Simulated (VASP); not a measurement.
Rh, 1 atom in the cell. It takes space group Fm-3m (No. 225, cubic). The conventional cell has a = 3.830 Å, b = 3.830 Å, c = 3.830 Å, α = 90.00°, β = 90.00°, γ = 90.00°. Rh (site symmetry m-3m) has 12 Rh at 2.71 Å within 3.6 Å. 

- Program: VASP 6.6.1
- Task: single point
- Functional: PBE
- Potentials or basis: VASP PAW PBE potentials, release 64 (Rh_pv)
- Cutoff: 520 eV
- k mesh: 18 × 18 × 18
- Occupations: gaussian, width 0.1 eV
- Spin: no spin polarisation
- Dipole correction: no
- Further INCAR settings: ALGO = Normal; EDIFF = 1e-06; NBANDS = 14

Potentials or basis: VASP PAW PBE potentials, release 64 (Rh_pv).

Run with:

```bash
$ cat potpaw_PBE.64/Rh_pv/POTCAR > POTCAR
$ mpirun -np 1 vasp_std > vasp.out
```

Hardware: 1 thread of Intel(R) Xeon(R) Platinum 8488C (Sapphire Rapids) (shared host).

Q: How long does it take, and how much memory?

A: It took 17 s on 1 thread of Intel(R) Xeon(R) Platinum 8488C (Sapphire Rapids) (shared host), peak memory 0.14 GiB. Counts: scf iterations 11, k points 195.
